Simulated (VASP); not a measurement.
# TiO2 (P3_121) in VASP: notebook, part 2 of 3

VASP 6.6.1. The steps go on from the part before.

## 3. Single point, PBE

This run uses another cell than the first one, of 14.58 Å³/atom.

Input file INCAR:

```
PREC = Accurate
ENCUT = 520
EDIFF = 1E-7
ISMEAR = -1
SIGMA = 0.05
LREAL = False
LASPH = True
NELM = 60
ALGO = Normal
ISIF = 2
LWAVE = False
LCHARG = True
GGA = PE
LELF = True
LVHAR = True
NBANDS = 46
```

Input file KPOINTS:

```
Automatic mesh
0
Gamma
  5 5 4
```

Input file POSCAR:

```
TiO2
1.0
    5.1307719796      0.0000000000      0.0000000000
   -2.5653859898      4.4433788753      0.0000000000
    0.0000000000      0.0000000000      5.7570506193
Ti O
3 6
Direct
    0.4346438600      0.0000000000      0.3333333333
    0.0000000000      0.4346438600      0.6666666667
    0.5653561400      0.5653561400      0.0000000000
    0.6052167978      0.9230352863      0.0856997936
    0.6821815114      0.0769647137      0.5809668731
    0.3178184886      0.3947832022      0.7523664603
    0.9230352863      0.6052167978      0.9143002064
    0.0769647137      0.6821815114      0.4190331269
    0.3947832022      0.3178184886      0.2476335397
```

Potentials or basis: VASP PAW PBE potentials, release 64 (Ti_sv, O).

Run with:

```bash
cat potpaw_PBE.64/Ti_sv/POTCAR potpaw_PBE.64/O/POTCAR > POTCAR
mpirun -np 1 vasp_std > vasp.out
```

OUTCAR:

```text
PREC = Accurate
   ENCUT = 520
   EDIFF = 1E-7
   ISMEAR = -1
   LREAL = False
   LASPH = True
   NELM = 60
   ISIF = 2
   GGA = PE

 ion  position               nearest neighbor table
   1  0.435  0.000  0.333-   8 1.81   9 1.81   4 1.82   5 1.82
   2  0.000  0.435  0.667-   5 1.81   6 1.81   7 1.82   8 1.82
   3  0.565  0.565  0.000-   4 1.81   7 1.81   9 1.82   6 1.82
   4  0.605  0.923  0.086-   3 1.81   1 1.82
   5  0.682  0.077  0.581-   2 1.81   1 1.82
   6  0.318  0.395  0.752-   2 1.81   3 1.82
   7  0.923  0.605  0.914-   3 1.81   2 1.82
   8  0.077  0.682  0.419-   1 1.81   2 1.82
   9  0.395  0.318  0.248-   1 1.81   3 1.82

  LATTYP: Found a hexagonal cell.
 ALAT       =     5.1307719796
 C/A-ratio  =     1.1220632377

  Lattice vectors:

 A1 = (   5.1307719796,   0.0000000000,   0.0000000000)
 A2 = (  -2.5653859898,   4.4433788753,   0.0000000000)
 A3 = (   0.0000000000,   0.0000000000,   5.7570506193)

Analysis of symmetry for initial positions (statically):
=====================================================================
 Subroutine PRICEL returns:
 Original cell was already a primitive cell.

 Routine SETGRP: Setting up the symmetry group for a
 hexagonal supercell.

 Subroutine GETGRP returns: Found  6 space group operations
 (whereof  2 operations were pure point group operations)
 out of a pool of 24 trial point group operations.

The static configuration has the point symmetry C_2 .
 The point group associated with its full space group is D_3 .

Analysis of symmetry for dynamics (positions and initial velocities):
=====================================================================
 Subroutine PRICEL returns:
 Original cell was already a primitive cell.

[... 136 lines left out ...]
  Fermi-wavevector in a.u.,A,eV,Ry     =   1.340151  2.532518 24.436115  1.796004
  Thomas-Fermi vector in A             =   2.468486
   LORBIT       =      0    0 simple, 1 ext, 2 COOP (PROOUT), +10 PAW based schemes
   GGA     = PE    functional components
   LHFCALC =     F    Hartree Fock is set to
   AEXX    =    0.0000 exact exchange contribution
   IVDW    =     0    specifies the selected vdW correction
   LEPSILON=     F    determine dielectric tensor
   LRPA    =     F    only Hartree local field effects (RPA)
 non-spin polarized calculation
  energy-cutoff  :      520.00
  volume of cell :      131.25
 maximum number of plane-waves:      3561
 NGX is ok and might be reduce to    40
   NGX = 19   NGY = 19   NGZ = 21

 number of electron      72.0000002 magnetization

 Free energy of the ion-electron system (eV)
  ---------------------------------------------------
  ext. energy  EPLUGINS =         0.00000000
  ---------------------------------------------------
  free energy    TOTEN  =       -79.84921165 eV

  energy without entropy =      -79.84921165  energy(sigma->0) =      -79.84921165

 E-fermi :   1.8924     XC(G=0):  -9.2782

 val. band max:        0.6288550371   @ k =   0.4000  -0.0000   0.0000
 cond. band min:       4.2217961582   @ k =   0.0000   0.0000   0.5000
 fundamental gap:      3.5929411210
 Fermi energy:         1.8923899820

 k-point     1 :       0.0000    0.0000    0.0000
  band No.  band energies     occupation
      1     -54.6839      2.00000
      2     -54.6592      2.00000
      3     -54.6592      2.00000
      4     -31.1570      2.00000
      5     -31.1350      2.00000
      6     -31.1350      2.00000
[... 822 lines left out ...]
     45       6.5099      0.00000
     46       6.8216      0.00000

------------------------ aborting loop because EDIFF is reached ----------------------------------------

  FORCE on cell =-STRESS in cart. coord.  units (eV):
  Direction    XX          YY          ZZ          XY          YZ          ZX
  --------------------------------------------------------------------------------------
  -------------------------------------------------------------------------------------
  Total        4.5858721      4.5858721      4.6108966     -0.0000000     -0.0000000      0.0000000
  in kB       55.9804530     55.9804530     56.2859316     -0.0000000     -0.0000000      0.0000000
  external PRESSURE =      56.0822792 kB  Pullay stress =       0.0000000 kB

 VOLUME and BASIS-vectors are now :
 -----------------------------------------------------------------------------
  energy-cutoff  :      520.00
  volume of cell :      131.25
      direct lattice vectors                 reciprocal lattice vectors
     5.130771980  0.000000000  0.000000000     0.194902444  0.112526979  0.000000000
    -2.565385990  4.443378875  0.000000000     0.000000000  0.225053957  0.000000000
     0.000000000  0.000000000  5.757050619     0.000000000  0.000000000  0.173700053

 POSITION                                       TOTAL-FORCE (eV/Angst)
 -----------------------------------------------------------------------------------
      2.23006      0.00000      1.91902        -0.009153     -0.000000      0.000000
     -1.11503      1.93129      3.83803         0.004577     -0.007927      0.000000
      1.45036      2.51209      0.00000         0.004577      0.007927      0.000000
      0.73729      4.10140      0.49338         0.013178      0.055603     -0.038261
      3.30267      0.34198      3.34466         0.013178     -0.055603      0.038261
      0.61788      1.75417      4.33141         0.041564     -0.039214     -0.038261
      3.18327      2.68921      5.26367         0.041564      0.039214      0.038261
     -1.35517      3.03119      2.41239        -0.054743     -0.016389     -0.038261
      1.21022      1.41219      1.42564        -0.054743      0.016389      0.038261
 -----------------------------------------------------------------------------------
    total drift:                                0.000004      0.000006     -0.000000

  FREE ENERGIE OF THE ION-ELECTRON SYSTEM (eV)
  ---------------------------------------------------
  free  energy   TOTEN  =       -79.8492116526 eV

  energy  without entropy=      -79.8492116526  energy(sigma->0) =      -79.84921165
```

OSZICAR:

```text
N       E                     dE             d eps       ncg     rms          rms(c)
DAV:   1     0.107196131689E+04    0.10720E+04   -0.36823E+04  1588   0.175E+03
DAV:   2     0.945812437457E+02   -0.97738E+03   -0.93205E+03  1690   0.540E+02
DAV:   3    -0.882845418927E+02   -0.18287E+03   -0.18040E+03  2036   0.216E+02
DAV:   4    -0.102632499660E+03   -0.14348E+02   -0.14322E+02  2384   0.609E+01
DAV:   5    -0.103514141173E+03   -0.88164E+00   -0.88111E+00  2330   0.122E+01    0.434E+01
DAV:   6    -0.806630380167E+02    0.22851E+02   -0.17089E+02  2456   0.100E+02    0.174E+01
DAV:   7    -0.800887369016E+02    0.57430E+00   -0.40366E+01  2296   0.406E+01    0.126E+01
DAV:   8    -0.798328164994E+02    0.25592E+00   -0.39403E+00  2106   0.168E+01    0.331E+00
DAV:   9    -0.798540848343E+02   -0.21268E-01   -0.63206E-01  2540   0.495E+00    0.154E+00
DAV:  10    -0.798513306478E+02    0.27542E-02   -0.19848E-01  2130   0.397E+00    0.761E-01
DAV:  11    -0.798489185145E+02    0.24121E-02   -0.32625E-02  2122   0.165E+00    0.133E-01
DAV:  12    -0.798492340571E+02   -0.31554E-03   -0.18080E-03  2230   0.286E-01    0.728E-02
DAV:  13    -0.798492046580E+02    0.29399E-04   -0.33744E-04  1890   0.117E-01    0.106E-02
DAV:  14    -0.798492106118E+02   -0.59537E-05   -0.17124E-05  2150   0.248E-02    0.731E-03
DAV:  15    -0.798492116503E+02   -0.10385E-05   -0.54877E-06  2082   0.177E-02    0.216E-03
DAV:  16    -0.798492116526E+02   -0.23174E-08   -0.47726E-07  1986   0.505E-03
   1 F= -.79849212E+02 E0= -.79849212E+02  d E =-.300683E-11
```

It took 78 s on 1 thread of Intel Xeon 6975P-C (Granite Rapids), shared host; peak memory 0.29 GiB.

What came out:

```
Free energy            : -79.8492 eV
Pressure               : 5.6 GPa
Largest force          : 0.069 eV/Å
Band gap on the k mesh : 3.59 eV (least direct gap 3.75 eV)
```

Forces in eV/Å, atoms in the order of the input:
```
Ti  -0.009  0.000  0.000
Ti   0.005 -0.008  0.000
Ti   0.005  0.008  0.000
O    0.013  0.056 -0.038
O    0.013 -0.056  0.038
O    0.042 -0.039 -0.038
O    0.042  0.039  0.038
O   -0.055 -0.016 -0.038
O   -0.055  0.016  0.038
```

Levels at points of the mesh, in eV from the valence-band top:
| k point | band 34 | band 35 | band 36 | band 37 | band 38 | band 39 |
| --- | --- | --- | --- | --- | --- | --- |
| (0.00, 0.00, 0.00) | -0.74 | -0.29 | -0.29 | 3.94 | 4.14 | 4.14 |
| (0.00, 0.00, 0.50) | -0.31 | -0.24 | -0.24 | 3.59 | 3.96 | 3.96 |

Caveat: the cell stands under pressure; an odd mesh through Γ misses points on the zone boundary, where band edges can lie.

## 4. Single point, r2SCAN+rVV10

This run uses another cell than the first one, of 16.49 Å³/atom.

Input file POSCAR:

```
TiO2
1.0
    5.3955400416      0.0000000000      0.0000000000
   -2.6977700208      4.6726747431      0.0000000000
    0.0000000000      0.0000000000      5.8851597004
Ti O
3 6
Direct
    0.4510590275      0.0000000000      0.3333333333
    0.0000000000      0.4510590275      0.6666666667
    0.5489409725      0.5489409725      0.0000000000
    0.5889513111      0.8837919226      0.1011219538
    0.7051593886      0.1162080774      0.5655447129
    0.2948406114      0.4110486889      0.7677886204
    0.8837919226      0.5889513111      0.8988780462
    0.1162080774      0.7051593886      0.4344552871
    0.4110486889      0.2948406114      0.2322113796
```

Input file INCAR.step1:

```
SYSTEM = TiO2
  PREC = Accurate
  ENCUT = 520
  ISMEAR = -1
  SIGMA = 0.05
  LREAL = .FALSE.
  LASPH = .TRUE.
  NELM = 100
  NBANDS = 46
  GGA = PE
  ALGO = Normal
  EDIFF = 1E-4
  LWAVE = .TRUE.
  LCHARG = .FALSE.
```

Input file INCAR.step2:

```
SYSTEM = TiO2
  PREC = Accurate
  ENCUT = 520
  EDIFF = 1E-7
  ISMEAR = -1
  SIGMA = 0.05
  LREAL = .FALSE.
  LASPH = .TRUE.
  NELM = 100
  ALGO = Normal
  ISIF = 2
  LWAVE = .FALSE.
  LCHARG = .FALSE.
  METAGGA = R2SCAN
  LMIXTAU = .TRUE.
  LUSE_VDW = .TRUE.
  IVDW_NL = 2
  BPARAM = 11.95
  CPARAM = 0.0093
  NBANDS = 46
  ISTART = 1
```

Input file KPOINTS:

```
Automatic mesh
0
G
  6 6 5
  0 0 0
```

Potentials or basis: VASP PAW PBE potentials, release 64 (Ti_sv, O).

Run with:

```bash
cat potpaw_PBE.64/Ti_sv/POTCAR potpaw_PBE.64/O/POTCAR > POTCAR
cp INCAR.step1 INCAR
mpirun -np 1 vasp_std > vasp.out
cp INCAR.step2 INCAR
mpirun -np 1 vasp_std > vasp.out
```

OUTCAR:

```text
SYSTEM = TiO2
   PREC = Accurate
   ENCUT = 520
   EDIFF = 1E-7
   ISMEAR = -1
   LREAL = .FALSE.
   LASPH = .TRUE.
   NELM = 100
   ISIF = 2
   METAGGA = R2SCAN
   IVDW_NL = 2
   BPARAM = 11.95
   ISTART = 1

 ion  position               nearest neighbor table
   1  0.451  0.000  0.333-   9 1.81   8 1.81   4 1.81   5 1.81
   2  0.000  0.451  0.667-   6 1.81   5 1.81   7 1.81   8 1.81
   3  0.549  0.549  0.000-   4 1.81   7 1.81   9 1.81   6 1.81
   4  0.589  0.884  0.101-   3 1.81   1 1.81
   5  0.705  0.116  0.566-   2 1.81   1 1.81
   6  0.295  0.411  0.768-   2 1.81   3 1.81
   7  0.884  0.589  0.899-   3 1.81   2 1.81
   8  0.116  0.705  0.434-   1 1.81   2 1.81
   9  0.411  0.295  0.232-   1 1.81   3 1.81

  LATTYP: Found a hexagonal cell.
 ALAT       =     5.3955400416
 C/A-ratio  =     1.0907452553

  Lattice vectors:

 A1 = (   5.3955400416,   0.0000000000,   0.0000000000)
 A2 = (  -2.6977700208,   4.6726747431,   0.0000000000)
 A3 = (   0.0000000000,   0.0000000000,   5.8851597004)

[... 197 lines left out ...]

 k-point     1 :       0.0000    0.0000    0.0000
  band No.  band energies     occupation
      1     -58.1372      2.00000
      2     -58.1186      2.00000
      3     -58.1186      2.00000
      4     -33.5617      2.00000
      5     -33.5268      2.00000
      6     -33.5267      2.00000
[... 1165 lines left out ...]
     45       5.4852      0.00000
     46       6.2242      0.00000

 [... further k-points ...]

------------------------ aborting loop because EDIFF is reached ----------------------------------------

  FORCE on cell =-STRESS in cart. coord.  units (eV):
  Direction    XX          YY          ZZ          XY          YZ          ZX
  --------------------------------------------------------------------------------------
  -------------------------------------------------------------------------------------
  Total        0.7995666      0.7995666      0.8301427     -0.0000000     -0.0000000     -0.0000000
  in kB        8.6338900      8.6338900      8.9640568     -0.0000000     -0.0000000     -0.0000000
  external PRESSURE =       8.7439456 kB  Pullay stress =       0.0000000 kB

 VOLUME and BASIS-vectors are now :
 -----------------------------------------------------------------------------
  energy-cutoff  :      520.00
  volume of cell :      148.37
      direct lattice vectors                 reciprocal lattice vectors
     5.395540042  0.000000000  0.000000000     0.185338259  0.107005094  0.000000000
    -2.697770021  4.672674743  0.000000000     0.000000000  0.214010188  0.000000000
     0.000000000  0.000000000  5.885159700     0.000000000  0.000000000  0.169918923

 POSITION                                       TOTAL-FORCE (eV/Angst)
 -----------------------------------------------------------------------------------
      2.43371      0.00000      1.96172        -0.018857     -0.000000     -0.000000
     -1.21685      2.10765      3.92344         0.009428     -0.016330     -0.000000
      1.48092      2.56502      0.00000         0.009428      0.016330     -0.000000
      0.79344      4.12967      0.59512         0.023139      0.064547     -0.049670
      3.49121      0.54300      3.32832         0.023139     -0.064547      0.049670
      0.48191      1.92070      4.51856         0.044330     -0.052312     -0.049670
      3.17968      2.75198      5.29004         0.044330      0.052312      0.049670
     -1.27535      3.29498      2.55684        -0.067468     -0.012235     -0.049670
      1.42242      1.37769      1.36660        -0.067468      0.012235      0.049670
 -----------------------------------------------------------------------------------
    total drift:                                0.000002      0.000003     -0.000000

  FREE ENERGIE OF THE ION-ELECTRON SYSTEM (eV)
  ---------------------------------------------------
  free  energy   TOTEN  =      -101.0856574410 eV

  energy  without entropy=     -101.0856574410  energy(sigma->0) =     -101.08565744
```

OUTCAR.step1:

```text
SYSTEM = TiO2
   PREC = Accurate
   ENCUT = 520
   ISMEAR = -1
   LREAL = .FALSE.
   LASPH = .TRUE.
   NELM = 100
[... 1425 lines left out ...]
      3.17968      2.75198      5.29004         0.089322      0.128033      0.095145
     -1.27535      3.29498      2.55684        -0.155541     -0.013339     -0.095145
      1.42242      1.37769      1.36660        -0.155541      0.013339      0.095145
 -----------------------------------------------------------------------------------
    total drift:                                0.000002      0.000003     -0.000000

  FREE ENERGIE OF THE ION-ELECTRON SYSTEM (eV)
  ---------------------------------------------------
  free  energy   TOTEN  =       -80.2243082170 eV

  energy  without entropy=      -80.2243082170  energy(sigma->0) =      -80.22430822
```

OSZICAR.step1:

```text
N       E                     dE             d eps       ncg     rms          rms(c)
DAV:   1     0.105554795826E+04    0.10555E+04   -0.36756E+04  2532   0.170E+03
DAV:   2     0.820810283775E+02   -0.97347E+03   -0.93241E+03  2806   0.521E+02
DAV:   3    -0.897615409872E+02   -0.17184E+03   -0.17037E+03  3304   0.210E+02
DAV:   4    -0.103450338124E+03   -0.13689E+02   -0.13668E+02  4080   0.581E+01
DAV:   5    -0.104218189704E+03   -0.76785E+00   -0.76760E+00  3610   0.106E+01    0.436E+01
DAV:   6    -0.808520510917E+02    0.23366E+02   -0.17573E+02  3876   0.100E+02    0.175E+01
DAV:   7    -0.804446629354E+02    0.40739E+00   -0.41489E+01  3648   0.401E+01    0.125E+01
DAV:   8    -0.802105196474E+02    0.23414E+00   -0.39600E+00  3322   0.168E+01    0.326E+00
DAV:   9    -0.802245262578E+02   -0.14007E-01   -0.63223E-01  3966   0.508E+00    0.147E+00
DAV:  10    -0.802249344160E+02   -0.40816E-03   -0.16092E-01  3396   0.347E+00    0.678E-01
DAV:  11    -0.802239358767E+02    0.99854E-03   -0.21950E-02  3184   0.131E+00    0.143E-01
DAV:  12    -0.802243608971E+02   -0.42502E-03   -0.19133E-03  3404   0.299E-01    0.108E-01
DAV:  13    -0.802243082170E+02    0.52680E-04   -0.47164E-04  2712   0.162E-01
   1 F= -.80224308E+02 E0= -.80224308E+02  d E =-.355372E-11
```

Wall time 8.5 min (1 thread of Intel Xeon 6975P-C (Granite Rapids), shared host); peak memory 0.65 GiB.

Results:

```yaml
Free_energy: -101.0857 eV
Pressure: 0.9 GPa
Largest_force: 0.085 eV/Å
Band_gap_on_the_k_mesh: 4.13 eV (least direct gap 4.22 eV)
```

Forces in eV/Å, atoms in the order of the input:
```
Ti  -0.019  0.000  0.000
Ti   0.009 -0.016  0.000
Ti   0.009  0.016  0.000
O    0.023  0.065 -0.050
O    0.023 -0.065  0.050
O    0.044 -0.052 -0.050
O    0.044  0.052  0.050
O   -0.067 -0.012 -0.050
O   -0.067  0.012  0.050
```

Caveat: the PAW data sets were made with another functional, which shifts forces and pressure a little; an odd mesh through Γ misses points on the zone boundary, where band edges can lie.

## 5. Single point, r2SCAN+D3(BJ)

This run uses another cell than the first one, of 16.70 Å³/atom.

Input file POSCAR:

```
TiO2
1.0
    5.4201272914      0.0000000000      0.0000000000
   -2.7100636457      4.6939679261      0.0000000000
    0.0000000000      0.0000000000      5.9087866404
Ti O
3 6
Direct
    0.4533227510      0.0000000000      0.3333333333
    0.0000000000      0.4533227510      0.6666666667
    0.5466772490      0.5466772490      0.0000000000
    0.5876639642      0.8791786347      0.1036800607
    0.7084853295      0.1208213653      0.5629866060
    0.2915146705      0.4123360358      0.7703467273
    0.8791786347      0.5876639642      0.8963199393
    0.1208213653      0.7084853295      0.4370133940
    0.4123360358      0.2915146705      0.2296532727
```

Input file INCAR.step1:

```
ALGO = Normal
EDIFF = 1E-4
ENCUT = 520
GGA = PE
ISMEAR = -1
LASPH = T
LCHARG = F
LREAL = F
LWAVE = T
NBANDS = 46
NELM = 100
PREC = Accurate
SIGMA = 0.05
```

Input file INCAR.step2:

```
ALGO = Normal
EDIFF = 1E-6
ENCUT = 520
ISIF = 2
ISMEAR = -1
ISTART = 1
IVDW = 12
LASPH = T
LCHARG = F
LMIXTAU = T
LREAL = F
LWAVE = F
METAGGA = R2SCAN
NBANDS = 46
NELM = 100
PREC = Accurate
SIGMA = 0.05
VDW_A1 = 0.49484001
VDW_A2 = 5.73083694
VDW_S6 = 1.0
VDW_S8 = 0.78981345
```

Input file KPOINTS:

```
k-points
0
Gamma
  6 6 5
```

Run with:

```bash
cat potpaw_PBE.64/Ti_sv/POTCAR potpaw_PBE.64/O/POTCAR > POTCAR
cp INCAR.step1 INCAR
mpirun -np 1 vasp_std > vasp.out
cp INCAR.step2 INCAR
mpirun -np 1 vasp_std > vasp.out
```

It took 7.2 min on 1 thread of Intel Xeon 6975P-C (Granite Rapids), shared host; peak memory 0.37 GiB.

The run converged. Its results:

```yaml
Free_energy: -104.0621 eV
Pressure: 0.8 GPa
Largest_force: 0.080 eV/Å
Band_gap_on_the_k_mesh: 4.14 eV (least direct gap 4.21 eV)
Dispersion_energy_per_atom: -0.073 eV
```

Forces in eV/Å, atoms in the order of the input:
```
Ti  -0.019  0.000  0.000
Ti   0.010 -0.017  0.000
Ti   0.010  0.017  0.000
O    0.024  0.060 -0.046
O    0.024 -0.060  0.046
O    0.040 -0.051 -0.046
O    0.040  0.051  0.046
O   -0.064 -0.009 -0.046
O   -0.064  0.009  0.046
```

Levels at points of the mesh, in eV from the valence-band top:
```
           k point  band 34  band 35  band 36  band 37  band 38  band 39
(0.00, 0.00, 0.00)    -0.48    -0.30    -0.30     4.26     4.72     4.72
(0.50, 0.00, 0.00)    -0.70    -0.25     0.00     4.37     4.40     4.65
```

Caveat: the PAW data sets were made with another functional, which shifts forces and pressure a little; an odd mesh through Γ misses points on the zone boundary, where band edges can lie.

(Part 2 of 3 ends here.)
